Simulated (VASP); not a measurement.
# Hf2C (P6/mmm) in VASP: notebook

Hf2C is run at these levels: PBE; tasks: single point, relaxation of cell and atoms.

All numbers are computed with VASP 6.6.1; they aren't measurements. Logs are shortened: lines on timing, memory, paths and dates and some standing lists are left out, and cuts for length are marked.

**1. The cell of the first run**

It takes space group P6/mmm (No. 191, hexagonal). Conventional cell: a = 3.064 Å, b = 3.064 Å, c = 7.229 Å, α = 90.00°, β = 90.00°, γ = 120.00°. Within 2.8 Å of Hf (site symmetry 6mm) lie 1 C at 2.12 Å. Within 2.8 Å of C (site symmetry 6/mmm) lie 2 Hf at 2.12 Å.

The cell was built from a structure type or drawn by symmetry, and may not be a known phase.

**2. Single point, PBE**

The input, INCAR:

```
SYSTEM = Hf2C
PREC     = Accurate       ! precision mode
ENCUT    = 520            ! plane-wave cutoff, eV
EDIFF    = 1E-6           ! SCF threshold, eV
ISMEAR   = 0              ! smearing method
SIGMA    = 0.1            ! smearing width, eV
LREAL    = .FALSE.        ! projectors in reciprocal space
LASPH    = .TRUE.         ! aspherical terms in the spheres
NELM     = 80             ! most SCF steps
ALGO     = Normal         ! electronic algorithm
ISIF     = 2              ! what is computed and relaxed
LWAVE    = .FALSE.        ! write WAVECAR
LCHARG   = .TRUE.         ! write CHGCAR
GGA      = PE             ! functional
LELF     = .TRUE.         ! ELF
LVHAR    = .TRUE.       
NBANDS   = 19             ! bands
```

The input, KPOINTS:

```
regular mesh
0
G
  6 6 4
  0 0 0
```

The input, POSCAR:

```
Hf2C
1.0
    3.0638290307      0.0000000000      0.0000000000
   -1.5319145154      2.6533537735      0.0000000000
    0.0000000000      0.0000000000      7.2291332228
Hf C
2 1
Direct
    0.0000000000      0.0000000000      0.2933496543
    0.0000000000      0.0000000000      0.7066503457
    0.0000000000      0.0000000000      0.0000000000
```

Potentials or basis: VASP PAW PBE potentials, release 64 (Hf_pv, C).

Command:

```
> cat potpaw_PBE.64/Hf_pv/POTCAR potpaw_PBE.64/C/POTCAR > POTCAR
> mpirun -np 1 vasp_std > vasp.out
```

OUTCAR:

```text
SYSTEM = Hf2C
   PREC = Accurate
   ENCUT = 520
   EDIFF = 1E-6
   ISMEAR = 0
   LREAL = .FALSE.
   LASPH = .TRUE.
   NELM = 80
   ISIF = 2
   GGA = PE

 ion  position               nearest neighbor table
   1  0.000  0.000  0.293-   3 2.12   2 2.99
   2  0.000  0.000  0.707-   3 2.12   1 2.99
   3  0.000  0.000  0.000-   1 2.12   2 2.12

  LATTYP: Found a hexagonal cell.
 ALAT       =     3.0638290307
 C/A-ratio  =     2.3595093428

  Lattice vectors:

 A1 = (   3.0638290307,   0.0000000000,   0.0000000000)
 A2 = (  -1.5319145154,   2.6533537735,   0.0000000000)
 A3 = (   0.0000000000,   0.0000000000,   7.2291332228)

Analysis of symmetry for initial positions (statically):
=====================================================================
 Subroutine PRICEL returns:
 Original cell was already a primitive cell.

 Routine SETGRP: Setting up the symmetry group for a
 hexagonal supercell.

 Subroutine GETGRP returns: Found 24 space group operations
 (whereof 24 operations were pure point group operations)
 out of a pool of 24 trial point group operations.

The static configuration has the point symmetry D_6h.

Analysis of symmetry for dynamics (positions and initial velocities):
=====================================================================
 Subroutine PRICEL returns:
 Original cell was already a primitive cell.

 Routine SETGRP: Setting up the symmetry group for a
 hexagonal supercell.

 Subroutine GETGRP returns: Found 24 space group operations
 (whereof 24 operations were pure point group operations)
 out of a pool of 24 trial point group operations.

The dynamic configuration has the point symmetry D_6h.

 Subroutine INISYM returns: Found 24 space group operations
 (whereof 24 operations are pure point group operations),
 and found     1 'primitive' translations

----------------------------------------------------------------------------------------

                                     Primitive cell

  volume of cell :      58.7687

[... 78 lines left out ...]
   ISTART =      0    job   : 0-new  1-cont  2-samecut
   ICHARG =      2    charge: 1-file 2-atom 10-const
   ISPIN  =      1    spin polarized calculation?
   LNONCOLLINEAR =      F non collinear calculations
   LSORBIT =      F    spin-orbit coupling
   LASPH  =      T    aspherical Exc in radial PAW
   ENCUT  =  520.0 eV  38.22 Ry    6.18 a.u.   5.70  5.70 13.44*2*pi/ulx,y,z
   NELM   =     80;   NELMIN=  2; NELMDL= -5     # of ELM steps
   EDIFF  = 0.1E-05   stopping-criterion for ELM
   LREAL  =      F    real-space projection
   EDIFFG = 0.1E-04   stopping-criterion for IOM
   NSW    =      0    number of steps for IOM
   IBRION =     -1    ionic relax: 0-MD 1-quasi-New 2-CG
   NFREE  =      0    steps in history (QN), initial steepest desc. (CG)
   ISIF   =      2    stress and relaxation
   ISYM   =      2    0-nonsym 1-usesym 2-fastsym
   POTIM  = 0.5000    time-step for ionic-motion
   TEBEG  =    0.0;   TEEND  =   0.0 temperature during run
   PSTRESS=    0.0 pullay stress
   NELECT =      24.0000    total number of electrons
   NUPDOWN=      -1.0000    fix difference up-down
   EMIN   =  10.00;   EMAX   =-10.00  energy-range for DOS
   EFERMI =   0.00;   METHOD = LEGACY
   ISMEAR =     0;   SIGMA  =   0.10  broadening in eV -4-tet -1-fermi 0-gaus
   EFERMI_NEDOS =   21; number of points for ismear=-14 and -15
   IALGO  =     38    algorithm
   IMIX   =      4    mixing-type and parameters
     AMIX     =   0.40;   BMIX     =  1.00
     AMIX_MAG =   1.60;   BMIX_MAG =  1.00
  volume/ion in A,a.u.               =      19.59       132.20
  Fermi-wavevector in a.u.,A,eV,Ry     =   1.214591  2.295244 20.071729  1.475230
  Thomas-Fermi vector in A             =   2.350005
   LORBIT       =      0    0 simple, 1 ext, 2 COOP (PROOUT), +10 PAW based schemes
   GGA     = PE    functional components
   LHFCALC =     F    Hartree Fock is set to
   AEXX    =    0.0000 exact exchange contribution
   IVDW    =     0    specifies the selected vdW correction
   LEPSILON=     F    determine dielectric tensor
   LRPA    =     F    only Hartree local field effects (RPA)
 non-spin polarized calculation
 Gauss-broadening in eV      SIGMA  =   0.10
  energy-cutoff  :      520.00
  volume of cell :       58.77
 maximum number of plane-waves:      1602
 NGX is ok and might be reduce to    24
   NGX = 11   NGY = 11   NGZ = 27

 number of electron      24.0000004 magnetization

 Free energy of the ion-electron system (eV)
  ---------------------------------------------------
  ext. energy  EPLUGINS =         0.00000000
  ---------------------------------------------------
  free energy    TOTEN  =       -25.42442052 eV

  energy without entropy =      -25.40908446  energy(sigma->0) =      -25.41675249

 E-fermi :   3.5436     XC(G=0): -10.7504

 val. band max:        3.5030130383   @ k =   0.3333   0.1667   0.2500
 cond. band min:       3.6020766918   @ k =   0.1667   0.1667   0.5000
 fundamental gap:      0.0990636534
 Fermi energy:         3.5436020397

 k-point     1 :       0.0000    0.0000    0.0000
  band No.  band energies     occupation
      1     -26.8500      2.00000
      2     -26.4593      2.00000
      3     -26.2231      2.00000
      4     -26.2231      2.00000
      5     -26.1909      2.00000
      6     -26.1909      2.00000
[... 439 lines left out ...]
      6     -26.3470      2.00000
[... 11 lines left out ...]
     18       8.5633      0.00000
     19       8.5633      0.00000

------------------------ aborting loop because EDIFF is reached ----------------------------------------

  FORCE on cell =-STRESS in cart. coord.  units (eV):
  Direction    XX          YY          ZZ          XY          YZ          ZX
  --------------------------------------------------------------------------------------
  -------------------------------------------------------------------------------------
  Total       -0.0983585     -0.0983585      0.0002613      0.0000000      0.0000000     -0.0000000
  in kB       -2.6814919     -2.6814919      0.0071228      0.0000000      0.0000000     -0.0000000
  external PRESSURE =      -1.7852870 kB  Pullay stress =       0.0000000 kB

 VOLUME and BASIS-vectors are now :
 -----------------------------------------------------------------------------
  energy-cutoff  :      520.00
  volume of cell :       58.77
      direct lattice vectors                 reciprocal lattice vectors
     3.063829031  0.000000000  0.000000000     0.326388969  0.188440759  0.000000000
    -1.531914515  2.653353774  0.000000000     0.000000000  0.376881519  0.000000000
     0.000000000  0.000000000  7.229133223     0.000000000  0.000000000  0.138329170

 POSITION                                       TOTAL-FORCE (eV/Angst)
 -----------------------------------------------------------------------------------
      0.00000      0.00000      2.12066        -0.000000     -0.000000     -0.006961
      0.00000      0.00000      5.10847         0.000000      0.000000      0.006961
      0.00000      0.00000      0.00000        -0.000000      0.000000      0.000000
 -----------------------------------------------------------------------------------
    total drift:                                0.000000      0.000000      0.000000

  FREE ENERGIE OF THE ION-ELECTRON SYSTEM (eV)
  ---------------------------------------------------
  free  energy   TOTEN  =       -25.4244205182 eV

  energy  without entropy=      -25.4090844587  energy(sigma->0) =      -25.41675249
```

OSZICAR:

```text
N       E                     dE             d eps       ncg     rms          rms(c)
DAV:   1     0.694559980610E+02    0.69456E+02   -0.13565E+04   798   0.119E+03
DAV:   2    -0.238525753979E+02   -0.93309E+02   -0.90682E+02  1060   0.267E+02
DAV:   3    -0.279003137646E+02   -0.40477E+01   -0.39682E+01   957   0.369E+01
DAV:   4    -0.279637406785E+02   -0.63427E-01   -0.63267E-01  1047   0.516E+00
DAV:   5    -0.279642689742E+02   -0.52830E-03   -0.52823E-03   933   0.463E-01    0.533E+01
DAV:   6    -0.288129341267E+02   -0.84867E+00   -0.81802E+01   983   0.224E+01    0.430E+01
DAV:   7    -0.255164544772E+02    0.32965E+01   -0.15587E+01  1000   0.148E+01    0.284E+01
DAV:   8    -0.260570900862E+02   -0.54064E+00   -0.28628E+00   951   0.693E+00    0.106E+01
DAV:   9    -0.254406545373E+02    0.61644E+00   -0.58926E+00   945   0.614E+00    0.314E+00
DAV:  10    -0.254322476915E+02    0.84068E-02   -0.15765E-01   908   0.188E+00    0.260E+00
DAV:  11    -0.254257275965E+02    0.65201E-02   -0.20159E-02   927   0.588E-01    0.721E-01
DAV:  12    -0.254245705840E+02    0.11570E-02   -0.41255E-03   969   0.286E-01    0.302E-01
DAV:  13    -0.254246256663E+02   -0.55082E-04   -0.30487E-03  1011   0.192E-01    0.570E-01
DAV:  14    -0.254245059145E+02    0.11975E-03   -0.17736E-04   927   0.632E-02    0.248E-01
DAV:  15    -0.254244314910E+02    0.74423E-04   -0.17504E-04   946   0.493E-02    0.108E-01
DAV:  16    -0.254244208340E+02    0.10657E-04   -0.61693E-05   978   0.264E-02    0.360E-02
DAV:  17    -0.254244205182E+02    0.31578E-06   -0.44569E-06   837   0.921E-03
   1 F= -.25424421E+02 E0= -.25416752E+02  d E =-.153361E-01
```

stdout:

```text
POSCAR found type information on POSCAR HfC
 POSCAR found :  2 types and       3 ions
 scaLAPACK will be used
 LDA part: xc-table for (Slater+PW92), standard interpolation
 POSCAR, INCAR and KPOINTS ok, starting setup
 FFT: planning ... GRIDC
 FFT: planning ... GRID_SOFT
 FFT: planning ... GRID
 WAVECAR not read
 entering main loop
```

Wall time 11 s (1 thread of Intel Xeon 6975P-C (Granite Rapids), shared host); peak memory 0.18 GiB.

What came out:

| Quantity | Value |
| --- | --- |
| Free energy | -25.4244 eV |
| Pressure | -0.2 GPa |
| Largest force | 0.007 eV/Å |
| Band gap on the k mesh | zero (bands 12 and 13 overlap by 2.04 eV) |

Forces on the atoms (eV/Å):
```
Hf   0.000  0.000 -0.007
Hf   0.000  0.000  0.007
C    0.000  0.000  0.000
```

Stress tensor (GPa, compression positive):
```
-0.27  0.00  0.00
 0.00 -0.27  0.00
 0.00  0.00  0.00
```

Caveat: the k points lie up to 0.39 Å⁻¹ apart, too coarse for converged energies and pressures of a metal; spin-orbit coupling is left out, which moves the levels of the heavy elements.

**3. Relaxation of cell and atoms, PBE**

This run uses another cell than the first one, of 20.40 Å³/atom.

The input, INCAR:

```
SYSTEM = Hf2C
ALGO = Normal ; EDIFF = 1E-6
EDIFFG = -0.04 ; ENCUT = 600
GGA = PE ; IBRION = 2
ISIF = 3 ; ISMEAR = 0
LASPH = .TRUE. ; LCHARG = .FALSE.
LREAL = .FALSE. ; LWAVE = .FALSE.
NELM = 80 ; NSW = 90
PREC = Accurate ; SIGMA = 0.1
```

The input, KPOINTS:

```
k-points
0
G
  6 6 4
  0 0 0
```

The input, POSCAR:

```
Hf2C
1.0
    3.5596165600      0.0000000000      0.0000000000
   -1.7798082800      3.0827183600      0.0000000000
    0.0000000000      0.0000000000      5.5769791700
Hf C
2 1
Direct
    0.0000000000      0.0000000000      0.3139971400
    0.0000000000      0.0000000000      0.6860028600
    0.0000000000      0.0000000000      0.0000000000
```

Potentials or basis: VASP PAW PBE potentials, release 64 (Hf_pv, C).

Command:

```
> cat potpaw_PBE.64/Hf_pv/POTCAR potpaw_PBE.64/C/POTCAR > POTCAR
> mpirun -np 1 vasp_std > vasp.out
```

Run time: 1.9 min. Hardware: 1 thread of Intel Xeon 6975P-C (Granite Rapids), shared host; peak memory 0.21 GiB.

It converged, with:

```
Free energy                           : -25.4171 eV
Relaxed volume                        : 19.51 Å³/atom
Relaxed cell                          : a = 3.061 Å, b = 3.061 Å, c = 7.212 Å, α = 90.00°, β = 90.00°, γ = 120.00°
Space group after relaxing (to 0.1 Å) : P6/mmm (No. 191)
Energy gained by relaxing             : 1956.0 meV/atom
Ionic steps                           : 14
Pressure after relaxing               : 0.1 GPa
Largest force after relaxing          : 0.006 eV/Å
Band gap on the k mesh                : zero (bands 12 and 13 overlap by 2.05 eV)
```

Forces on the atoms (eV/Å):
```
Hf   0.000  0.000 -0.006
Hf   0.000  0.000  0.006
C    0.000  0.000  0.000
```

Stress tensor (GPa, compression positive):
```
-0.03  0.00  0.00
 0.00 -0.03  0.00
 0.00  0.00  0.26
```

Step by step:
```csv
step,energy change (eV),largest force (eV/Å),pressure (GPa),volume (Å³)
1,0.0000,4.8357,42.12,61.20
2,-0.1615,1.6190,-18.85,104.33
3,-4.7818,1.0145,-13.78,79.17
4,-4.9090,0.7755,-11.80,77.43
5,-4.9927,0.1603,-6.68,74.10
6,-4.9959,0.2703,-7.53,74.58
7,-5.5465,0.9181,-1.38,64.98
8,-5.6759,1.6303,4.12,60.06
9,-5.8390,0.6205,2.30,57.76
10,-5.8404,0.6900,2.33,57.94
11,-5.8593,0.3651,0.03,59.08
12,-5.8607,0.2515,-0.74,59.49
13,-5.8642,0.1869,-0.54,59.23
14,-5.8680,0.0065,0.07,58.52
```

Final structure:
```cif
data_structure
_symmetry_space_group_name_H-M 'P 1'
_symmetry_Int_Tables_number 1
_cell_length_a 3.0610
_cell_length_b 3.0610
_cell_length_c 7.2118
_cell_angle_alpha 90.000
_cell_angle_beta 90.000
_cell_angle_gamma 120.000
_cell_volume 58.52
loop_
_atom_site_label
_atom_site_type_symbol
_atom_site_fract_x
_atom_site_fract_y
_atom_site_fract_z
_atom_site_occupancy
Hf1 Hf 0.00000 0.00000 0.29365 1
Hf2 Hf 0.00000 0.00000 0.70635 1
C1 C 0.00000 0.00000 0.00000 1
```

Levels at points of the mesh, in eV from the Fermi level:
```
           k point  band 8  band 9  band 10  band 11  band 12  band 13  band 14  band 15  band 16
(0.00, 0.00, 0.00)   -5.04   -4.35    -1.96    -0.65     1.54     1.54     1.94     1.94     2.31
(0.50, 0.00, 0.00)   -3.64   -2.33    -1.89    -1.18    -0.60     0.46     1.03     1.81     4.71
(0.00, 0.00, 0.50)   -6.03   -3.65    -2.45     0.26     1.71     1.71     1.97     1.97     2.28
(0.50, 0.00, 0.50)   -3.36   -3.06    -1.75    -1.64    -1.61     0.67     2.39     3.17     3.73
```

Caveat: a cell axis changed by over 15 % at a fixed basis, so the end point is rough; spin-orbit coupling is left out, which moves the levels of the heavy elements.
